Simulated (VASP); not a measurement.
Here is a VASP 6.6.1 calculation.

Contents of POSCAR:

```
TiO2
1.0
    0.0000000000      2.3968026946      2.3968026946
    2.3968026946      0.0000000000      2.3968026946
    2.3968026946      2.3968026946      0.0000000000
Ti O
1 2
Direct
    0.0000000000      0.0000000000      0.0000000000
    0.2500000000      0.2500000000      0.2500000000
    0.7500000000      0.7500000000      0.7500000000
```

File INCAR.step1:

```
PREC = Accurate
ENCUT = 600
ISMEAR = 0
SIGMA = 0.02
LREAL = F
LASPH = T
NELM = 100
GGA = PE
ALGO = Normal
EDIFF = 1E-4
LWAVE = T
LCHARG = F
```

File INCAR.step2:

```
PREC = Accurate
ENCUT = 600
EDIFF = 1E-6
ISMEAR = 0
SIGMA = 0.02
LREAL = F
LASPH = T
NELM = 100
ALGO = Normal
ISIF = 3
LWAVE = F
LCHARG = F
METAGGA = R2SCAN
LMIXTAU = T
IBRION = 2
NSW = 80
EDIFFG = -0.01
ISTART = 1
```

File KPOINTS:

```
regular mesh
0
Gamma
  10 10 10
```

Potentials or basis: VASP PAW PBE potentials, release 64 (Ti_sv, O).

Launch:

```console
$ cat potpaw_PBE.64/Ti_sv/POTCAR potpaw_PBE.64/O/POTCAR > POTCAR
$ cp INCAR.step1 INCAR
$ mpirun -np 1 vasp_std > vasp.out
$ cp INCAR.step2 INCAR
$ mpirun -np 1 vasp_std > vasp.out
```

Task: Predict the band gap on the k mesh.

Result: 1.54 eV, indirect (least direct gap 2.23 eV).

Task: Predict the relaxed cell.

Result: a = 3.395 Å, b = 3.395 Å, c = 3.395 Å, α = 60.00°, β = 60.00°, γ = 60.00°.

Final structure:
```
CELL_PARAMETERS angstrom
0.00000 2.40048 2.40048
2.40048 0.00000 2.40048
2.40048 2.40048 0.00000
ATOMIC_POSITIONS crystal
Ti 0.00000 0.00000 0.00000
O 0.25000 0.25000 0.25000
O 0.75000 0.75000 0.75000
```

Caveat: the PAW data sets were made with another functional, which shifts forces and pressure a little. r2SCAN opens gaps a little over a GGA but as a rule still falls short of measured ones.
